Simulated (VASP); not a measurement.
# Zn (P6_3/mmc) in VASP: a series of runs

Zn is run at these levels: PBEsol; tasks: single point.

Program: VASP 6.6.1. These are calculated values, not measurements. Logs are shortened: lines on timing, memory, paths and dates and some standing lists are left out, and cuts for length are marked.

## (1) The cell of the first run

It takes space group P6_3/mmc (No. 194, hexagonal). The conventional cell has a = 2.674 Å, b = 2.674 Å, c = 4.963 Å, α = 90.00°, β = 90.00°, γ = 120.00°. Zn (site symmetry -6m2) has 12 Zn at 2.67 to 2.92 Å within 3.5 Å.

## (2) Single point, PBEsol (15.36 Å³/atom)

The input, INCAR:

```
PREC = Accurate
ENCUT = 520
EDIFF = 1E-6
ISMEAR = -1
SIGMA = 0.03
LREAL = False
LASPH = True
NELM = 100
ALGO = Normal
ISIF = 2
LWAVE = False
LCHARG = True
GGA = PS
LELF = True
LVHAR = True
NBANDS = 19
```

The input, KPOINTS:

```
regular mesh
0
Gamma
  18 18 8
```

The input, POSCAR:

```
Zn
1.0
    2.6736512679      0.0000000000      0.0000000000
   -1.3368256340      2.3154499188      0.0000000000
    0.0000000000      0.0000000000      4.9631343400
Zn
2
Direct
    0.3333333333      0.6666666667      0.2500000000
    0.6666666667      0.3333333333      0.7500000000
```

Potentials or basis: VASP PAW PBE potentials, release 64 (Zn).

Launch:

```console
$ cat potpaw_PBE.64/Zn/POTCAR > POTCAR
$ mpirun -np 1 vasp_std > vasp.out
```

OUTCAR:

```text
PREC = Accurate
   ENCUT = 520
   EDIFF = 1E-6
   ISMEAR = -1
   LREAL = False
   LASPH = True
   NELM = 100
   ISIF = 2
   GGA = PS

 ion  position               nearest neighbor table
   1  0.333  0.667  0.250-   2 2.92   2 2.92   2 2.92   2 2.92   2 2.92   2 2.92
   2  0.667  0.333  0.750-   1 2.92   1 2.92   1 2.92   1 2.92   1 2.92   1 2.92

  LATTYP: Found a hexagonal cell.
 ALAT       =     2.6736512679
 C/A-ratio  =     1.8563132745

  Lattice vectors:

 A1 = (   2.6736512679,   0.0000000000,   0.0000000000)
 A2 = (  -1.3368256340,   2.3154499188,   0.0000000000)
 A3 = (   0.0000000000,   0.0000000000,   4.9631343400)

Analysis of symmetry for initial positions (statically):
=====================================================================
 Subroutine PRICEL returns:
 Original cell was already a primitive cell.

 Routine SETGRP: Setting up the symmetry group for a
 hexagonal supercell.

 Subroutine GETGRP returns: Found 24 space group operations
 (whereof 12 operations were pure point group operations)
 out of a pool of 24 trial point group operations.

The static configuration has the point symmetry D_3d.
 The point group associated with its full space group is D_6h.

Analysis of symmetry for dynamics (positions and initial velocities):
=====================================================================
 Subroutine PRICEL returns:
 Original cell was already a primitive cell.

 Routine SETGRP: Setting up the symmetry group for a
 hexagonal supercell.

 Subroutine GETGRP returns: Found 24 space group operations
 (whereof 12 operations were pure point group operations)
 out of a pool of 24 trial point group operations.

The dynamic configuration has the point symmetry D_3d.
 The point group associated with its full space group is D_6h.

 Subroutine INISYM returns: Found 24 space group operations
 (whereof 12 operations are pure point group operations),
 and found     1 'primitive' translations

----------------------------------------------------------------------------------------

                                     Primitive cell

  volume of cell :      30.7253

  direct lattice vectors                    reciprocal lattice vectors
     2.673651268  0.000000000  0.000000000     0.374020356  0.215940753  0.000000000
    -1.336825634  2.315449919  0.000000000     0.000000000  0.431881507  0.000000000
     0.000000000  0.000000000  4.963134340     0.000000000  0.000000000  0.201485580

  length of vectors
     2.673651268  2.673651268  4.963134340     0.431881507  0.431881507  0.201485580

  position of ions in fractional coordinates (direct lattice)
     0.333333333  0.666666667  0.250000000
     0.666666667  0.333333333  0.750000000

  ion indices of the primitive-cell ions
   primitive index   ion index
                 1           1
                 2           2

----------------------------------------------------------------------------------------

 KPOINTS: regular mesh

Automatic generation of k-mesh.
 Grid dimensions read from file:
 generate k-points for:   18   18    8

 Generating k-lattice:

  Cartesian coordinates                     Fractional coordinates (reciprocal lattice)
     0.020778909  0.011996709  0.000000000     0.055555556  0.000000000  0.000000000
     0.000000000  0.023993417  0.000000000     0.000000000  0.055555556  0.000000000
     0.000000000  0.000000000  0.025185697     0.000000000  0.000000000  0.125000000

  Length of vectors
     0.023993417  0.023993417  0.025185697

  Shift w.r.t. Gamma in fractional coordinates (k-lattice)
     0.000000000  0.000000000  0.000000000

 Subroutine IBZKPT returns following result:
 ===========================================

 Found    185 irreducible k-points:

 Following reciprocal coordinates:
            Coordinates               Weight
  0.000000  0.000000  0.000000      1.000000
  0.055556  0.000000  0.000000      6.000000
  0.111111  0.000000  0.000000      6.000000
  0.166667  0.000000  0.000000      6.000000
  0.222222  0.000000  0.000000      6.000000
  0.277778  0.000000  0.000000      6.000000
[... 16 lines left out ...]
  0.333333  0.111111  0.000000     12.000000
  0.388889  0.111111  0.000000     12.000000
 [... further k-points ...]
   k-points           NKPTS =    185   k-points in BZ     NKDIM =    185   number of bands    NBANDS=     19
   number of dos      NEDOS =    301   number of ions     NIONS =      2
   total plane-waves  NPLWV =  16000
   dimension x,y,z NGX =    20 NGY =   20 NGZ =   40
   dimension x,y,z NGXF=    40 NGYF=   40 NGZF=   80
   ions per type =               2
   NGX,Y,Z   is equivalent  to a cutoff of  12.44, 12.44, 13.40 a.u.
   NGXF,Y,Z  is equivalent  to a cutoff of  24.87, 24.87, 26.80 a.u.
 SYSTEM =  unknown system
   PREC   = accura    normal or accurate (medium, high low for compatibility)
   ISTART =      0    job   : 0-new  1-cont  2-samecut
   ICHARG =      2    charge: 1-file 2-atom 10-const
   ISPIN  =      1    spin polarized calculation?
   LNONCOLLINEAR =      F non collinear calculations
   LSORBIT =      F    spin-orbit coupling
   LASPH  =      T    aspherical Exc in radial PAW
   ENCUT  =  520.0 eV  38.22 Ry    6.18 a.u.   4.97  4.97  9.23*2*pi/ulx,y,z
   NELM   =    100;   NELMIN=  2; NELMDL= -5     # of ELM steps
   EDIFF  = 0.1E-05   stopping-criterion for ELM
   LREAL  =      F    real-space projection
   EDIFFG = 0.1E-04   stopping-criterion for IOM
   NSW    =      0    number of steps for IOM
   IBRION =     -1    ionic relax: 0-MD 1-quasi-New 2-CG
   NFREE  =      0    steps in history (QN), initial steepest desc. (CG)
   ISIF   =      2    stress and relaxation
   ISYM   =      2    0-nonsym 1-usesym 2-fastsym
   POTIM  = 0.5000    time-step for ionic-motion
   TEBEG  =    0.0;   TEEND  =   0.0 temperature during run
   PSTRESS=    0.0 pullay stress
   NELECT =      24.0000    total number of electrons
   NUPDOWN=      -1.0000    fix difference up-down
   EMIN   =  10.00;   EMAX   =-10.00  energy-range for DOS
   EFERMI =   0.00;   METHOD = LEGACY
   ISMEAR =    -1;   SIGMA  =   0.03  broadening in eV -4-tet -1-fermi 0-gaus
   EFERMI_NEDOS =   21; number of points for ismear=-14 and -15
   IALGO  =     38    algorithm
   IMIX   =      4    mixing-type and parameters
     AMIX     =   0.40;   BMIX     =  1.00
     AMIX_MAG =   1.60;   BMIX_MAG =  1.00
  volume/ion in A,a.u.               =      15.36       103.67
  Fermi-wavevector in a.u.,A,eV,Ry     =   1.507694  2.849128 30.927960  2.273141
  Thomas-Fermi vector in A             =   2.618246
   LORBIT       =      0    0 simple, 1 ext, 2 COOP (PROOUT), +10 PAW based schemes
   GGA     = PS    functional components
   LHFCALC =     F    Hartree Fock is set to
   AEXX    =    0.0000 exact exchange contribution
   IVDW    =     0    specifies the selected vdW correction
   LEPSILON=     F    determine dielectric tensor
   LRPA    =     F    only Hartree local field effects (RPA)
 non-spin polarized calculation
  energy-cutoff  :      520.00
  volume of cell :       30.73
 maximum number of plane-waves:       855
 NGX is ok and might be reduce to    20
   NGX =  9   NGY =  9   NGZ = 19

 number of electron      24.0000009 magnetization

 Free energy of the ion-electron system (eV)
  ---------------------------------------------------
  ext. energy  EPLUGINS =         0.00000000
  ---------------------------------------------------
  free energy    TOTEN  =        -3.12923061 eV

  energy without entropy =       -3.12772487  energy(sigma->0) =       -3.12847774

 E-fermi :   3.0159     XC(G=0): -11.6481

 val. band max:        3.0102793929   @ k =   0.3333   0.3333   0.0000
 cond. band min:       3.0445810246   @ k =   0.3333   0.2222   0.2500
 fundamental gap:      0.0343016317
 Fermi energy:         3.0159276133

 k-point     1 :       0.0000    0.0000    0.0000
  band No.  band energies     occupation
      1      -7.4683      2.00000
      2      -5.6726      2.00000
      3      -4.9807      2.00000
      4      -4.7569      2.00000
      5      -4.7569      2.00000
      6      -4.7077      2.00000
[... 11 lines left out ...]
     18      21.7813      0.00000
     19      21.7833      0.00000

 k-point     2 :       0.0556    0.0000    0.0000
  band No.  band energies     occupation
      1      -7.3772      2.00000
      2      -5.6328      2.00000
      3      -4.9714      2.00000
      4      -4.7658      2.00000
      5      -4.7356      2.00000
      6      -4.7176      2.00000
[... 11 lines left out ...]
     18      20.9973      0.00000
     19      22.6047      0.00000

 k-point     3 :       0.1111    0.0000    0.0000
  band No.  band energies     occupation
      1      -7.1075      2.00000
      2      -5.5242      2.00000
      3      -4.9503      2.00000
      4      -4.7858      2.00000
      5      -4.7375      2.00000
      6      -4.6738      2.00000
[... 11 lines left out ...]
     18      20.3575      0.00000
     19      21.8179      0.00000

 k-point     4 :       0.1667    0.0000    0.0000
  band No.  band energies     occupation
      1      -6.6732      2.00000
      2      -5.3840      2.00000
      3      -4.9338      2.00000
      4      -4.8123      2.00000
      5      -4.7180      2.00000
      6      -4.6153      2.00000
[... 11 lines left out ...]
     18      19.0814      0.00000
     19      20.0474      0.00000

 k-point     5 :       0.2222    0.0000    0.0000
  band No.  band energies     occupation
      1      -6.1226      2.00000
      2      -5.2881      2.00000
      3      -4.8952      2.00000
      4      -4.8231      2.00000
      5      -4.7889      2.00000
      6      -4.6049      2.00000
[... 11 lines left out ...]
     18      18.4448      0.00000
     19      18.7462      0.00000
[... 334 lines left out ...]
      2      -5.1907      2.00000
      3      -4.9587      2.00000
      4      -4.8678      2.00000
      5      -4.8051      2.00000
      6      -4.6632      2.00000
[... 11 lines left out ...]
     18      17.1419      0.00000
     19      18.2454      0.00000

 k-point    22 :       0.2778    0.1111    0.0000
  band No.  band energies     occupation
      1      -5.2914      2.00000
      2      -5.2301      2.00000
      3      -5.0677      2.00000
      4      -4.7367      2.00000
      5      -4.7060      2.00000
      6      -4.6561      2.00000
[... 11 lines left out ...]
     18      16.4968      0.00000
     19      17.7500      0.00000

 k-point    23 :       0.3333    0.1111    0.0000
  band No.  band energies     occupation
      1      -5.3326      2.00000
      2      -5.2523      2.00000
      3      -5.1459      2.00000
      4      -4.7355      2.00000
      5      -4.6606      2.00000
      6      -4.5998      2.00000
[... 11 lines left out ...]
     18      16.0181      0.00000
     19      17.3660      0.00000

 k-point    24 :       0.3889    0.1111    0.0000
  band No.  band energies     occupation
      1      -5.3717      2.00000
      2      -5.2761      2.00000
      3      -5.1926      2.00000
      4      -4.7512      2.00000
      5      -4.6365      2.00000
      6      -4.6125      2.00000
[... 11 lines left out ...]
     18      15.7233      0.00000
     19      17.1297      0.00000

 [... further k-points ...]

------------------------ aborting loop because EDIFF is reached ----------------------------------------

  FORCE on cell =-STRESS in cart. coord.  units (eV):
  Direction    XX          YY          ZZ          XY          YZ          ZX
  --------------------------------------------------------------------------------------
  -------------------------------------------------------------------------------------
  Total       -1.2185329     -1.2185329     -0.8075905      0.0000000      0.0000000     -0.0000000
  in kB      -63.5406486    -63.5406486    -42.1119725      0.0000000      0.0000000     -0.0000000
  external PRESSURE =     -56.3977565 kB  Pullay stress =       0.0000000 kB

 VOLUME and BASIS-vectors are now :
 -----------------------------------------------------------------------------
  energy-cutoff  :      520.00
  volume of cell :       30.73
      direct lattice vectors                 reciprocal lattice vectors
     2.673651268  0.000000000  0.000000000     0.374020356  0.215940753  0.000000000
    -1.336825634  2.315449919  0.000000000     0.000000000  0.431881507  0.000000000
     0.000000000  0.000000000  4.963134340     0.000000000  0.000000000  0.201485580

 POSITION                                       TOTAL-FORCE (eV/Angst)
 -----------------------------------------------------------------------------------
     -0.00000      1.54363      1.24078        -0.000000     -0.000000     -0.000000
      1.33683      0.77182      3.72235         0.000000      0.000000      0.000000
 -----------------------------------------------------------------------------------
    total drift:                               -0.000000      0.000000      0.000000

  FREE ENERGIE OF THE ION-ELECTRON SYSTEM (eV)
  ---------------------------------------------------
  free  energy   TOTEN  =        -3.1292306055 eV

  energy  without entropy=       -3.1277248722  energy(sigma->0) =       -3.12847774
```

Wall time 31 s (1 thread of Intel Xeon 6975P-C (Granite Rapids), shared host); peak memory 0.2 GiB.

What came out:

```yaml
Free_energy: -3.1292 eV
Pressure: -5.6 GPa
Band_gap_on_the_k_mesh: zero (bands 12 and 13 overlap by 4.64 eV)
```

Stress tensor (GPa, compression positive):
```
-6.35  0.00  0.00
 0.00 -6.35  0.00
 0.00  0.00 -4.21
```

Caveat: the cell stands under tension; the PAW data sets were made with another functional, which shifts forces and pressure a little.

## (3) Single point, PBEsol (15.51 Å³/atom)

This run uses another cell than the first one, of 15.51 Å³/atom.

The input, INCAR:

```
SYSTEM = Zn
PREC = Accurate
ENCUT = 520
EDIFF = 1E-6
ISMEAR = -1
SIGMA = 0.03
LREAL = .False.
LASPH = .True.
NELM = 100
ALGO = Normal
ISIF = 2
LWAVE = .False.
LCHARG = .False.
GGA = PS
NBANDS = 19
```

The input, KPOINTS:

```
Automatic mesh
0
Gamma
  18 18 8
  0 0 0
```

The input, POSCAR:

```
Zn
1.0
    2.6824462367      0.0000000000      0.0000000000
   -1.3412231184      2.3230665853      0.0000000000
    0.0000000000      0.0000000000      4.9794605574
Zn
2
Direct
    0.3333333333      0.6666666667      0.2500000000
    0.6666666667      0.3333333333      0.7500000000
```

Potentials or basis: VASP PAW PBE potentials, release 64 (Zn).

Launch:

```console
$ cat potpaw_PBE.64/Zn/POTCAR > POTCAR
$ mpirun -np 1 vasp_std > vasp.out
```

Run time: 28 s. Hardware: 1 thread of Intel Xeon 6975P-C (Granite Rapids), shared host; peak memory 0.2 GiB.

Results (log left out):

```
Free energy            : -3.1180 eV
Pressure               : -6.2 GPa
Band gap on the k mesh : zero (bands 12 and 13 overlap by 4.64 eV)
```

Stress tensor (GPa, compression positive):
```
-6.98  0.00  0.00
 0.00 -6.98  0.00
 0.00  0.00 -4.66
```

Levels at points of the mesh, in eV from the Fermi level:
| k point | band 10 | band 11 | band 12 | band 13 | band 14 | band 15 |
| --- | --- | --- | --- | --- | --- | --- |
| (0.00, 0.00, 0.00) | -7.17 | -7.17 | -3.69 | -3.20 | 13.28 | 16.89 |
| (0.50, 0.00, 0.00) | -6.99 | -2.94 | -2.31 | 2.41 | 3.36 | 3.81 |
| (0.00, 0.00, 0.50) | -7.26 | -7.26 | -7.26 | 4.37 | 4.37 | 18.25 |
| (0.50, 0.00, 0.50) | -6.99 | -1.96 | -1.96 | -0.08 | -0.08 | 9.84 |

Caveat: the cell stands under tension; the PAW data sets were made with another functional, which shifts forces and pressure a little.

## (4) Single point, PBEsol (15.82 Å³/atom)

This run uses another cell than the first one, of 15.82 Å³/atom.

The input, INCAR:

```
PREC = Accurate
ENCUT = 520
EDIFF = 1E-6
ISMEAR = -1
SIGMA = 0.03
LREAL = F
LASPH = T
NELM = 80
ALGO = Normal
ISIF = 2
LWAVE = F
LCHARG = F
GGA = PS
NBANDS = 19
```

The input, KPOINTS:

```
Automatic mesh
0
Gamma
  18 18 8
```

The input, POSCAR:

```
Zn
1.0
    2.6998652069      0.0000000000      0.0000000000
   -1.3499326034      2.3381518559      0.0000000000
    0.0000000000      0.0000000000      5.0117956229
Zn
2
Direct
    0.3333333333      0.6666666667      0.2500000000
    0.6666666667      0.3333333333      0.7500000000
```

Launch:

```console
$ cat potpaw_PBE.64/Zn/POTCAR > POTCAR
$ mpirun -np 1 vasp_std > vasp.out
```

It took 28 s on 1 thread of Intel Xeon 6975P-C (Granite Rapids), shared host; peak memory 0.21 GiB.

It converged, with:

| Item | Value |
| --- | --- |
| Free energy | -3.0924 eV |
| Pressure | -7.2 GPa |
| Band gap on the k mesh | zero (bands 12 and 13 overlap by 4.64 eV) |

Stress tensor (GPa, compression positive):
```
-8.10  0.00  0.00
 0.00 -8.10  0.00
 0.00  0.00 -5.49
```

Levels at points of the mesh, in eV from the Fermi level:
```
           k point  band 10  band 11  band 12  band 13  band 14  band 15
(0.00, 0.00, 0.00)    -7.14    -7.14    -3.59    -3.20    13.12    16.70
(0.50, 0.00, 0.00)    -6.95    -2.86    -2.29     2.38     3.35     3.70
(0.00, 0.00, 0.50)    -7.22    -7.22    -7.22     4.32     4.32    17.98
(0.50, 0.00, 0.50)    -6.96    -1.89    -1.89    -0.11    -0.11     9.72
```

Caveat: the cell stands under tension; the PAW data sets were made with another functional, which shifts forces and pressure a little.

## (5) Overview

| cell | gap on the mesh (eV) | pressure (GPa) |
| --- | --- | --- |
| a = 2.674, b = 2.674, c = 4.963 Å, angles 90.0, 90.0, 120.0°, 2 atoms | none | -5.6 |
| a = 2.682, b = 2.682, c = 4.979 Å, angles 90.0, 90.0, 120.0°, 2 atoms | none | -6.2 |
| a = 2.700, b = 2.700, c = 5.012 Å, angles 90.0, 90.0, 120.0°, 2 atoms | none | -7.2 |

Alike in all rows: task single point; level PBEsol; potentials or basis VASP PAW PBE potentials, release 64 (Zn); no spin polarisation; k mesh 18 × 18 × 8; cutoff (eV) 520; smearing fermi-dirac 0.03 eV.

Caveats: the cell stands under tension; the PAW data sets were made with another functional, which shifts forces and pressure a little.

Total energies depend on the potentials used, so only differences within one code and one set of settings carry meaning.
